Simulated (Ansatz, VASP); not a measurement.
**I in VASP and in Ansatz**

Contents of INCAR:

```
SYSTEM = I
ALGO = Normal ; EDIFF = 1E-6
ENCUT = 520 ; GGA = PE
ISIF = 2 ; ISMEAR = -1
LASPH = .TRUE. ; LCHARG = .FALSE.
LREAL = .FALSE. ; LWAVE = .FALSE.
NBANDS = 10 ; NELM = 80
PREC = Accurate ; SIGMA = 0.05
```

File KPOINTS:

```
k-points
0
G
  14 14 14
  0 0 0
```

POSCAR

```
I
1.0
    0.0000000000      2.0614436773      2.0614436773
    2.0614436773      0.0000000000      2.0614436773
    2.0614436773      2.0614436773      0.0000000000
I
1
Direct
    0.0000000000      0.0000000000      0.0000000000
```

Input for Ansatz:

```yaml
crystal:
  lattice:
    - [0.0, 2.0614436773, 2.0614436773]
    - [2.0614436773, 0.0, 2.0614436773]
    - [2.0614436773, 2.0614436773, 0.0]
  atoms:
    - { symbol: I, position: [0.0, 0.0, 0.0] }
kpoints:
  mp_grid: { grid: [14, 14, 14] }
scf:
  occupations: { method: fermi_dirac, width: 0.05 }
hamiltonian:
  xc: pbe
  pseudopotentials: { kind: paw }
output:
  forces: true
  stress: true
  eigenvalues: true
  populations: true
  write_density: true
  write_potential: true
  elf: true
  volumetric_format: npy
```

Change from the starting cell: volume scaled by 0.5, PAW files.

Alike in both runs: task single point; functional PBE; k mesh 14 × 14 × 14; occupations fermi-dirac, width 0.05 eV; no spin polarisation.

|  | VASP | Ansatz |
| --- | --- | --- |
| version | VASP 6.6.1 | Ansatz 0.2.0 |
| potentials or method | VASP PAW PBE potentials, release 64 (I) | PAW with Ansatz's default frozen-core files, scalar-relativistic |
| plane-wave cutoff (eV) | 520 | 420 |
| valence electrons in the cell | 7 | 17 |

|  | VASP | Ansatz | Ansatz less VASP |
| --- | --- | --- | --- |
| pressure (GPa) | 96.5 | 96.9 | +0.39 |

Both programs put the cell under a high pressure, so it lies far from rest at this level. VASP's potentials hold 7 valence electrons a cell and Ansatz's 17, so a difference there can come from the potentials and not from the codes.

Spin-orbit coupling is off throughout. Noted on VASP's run: the cell as given lies far from equilibrium.
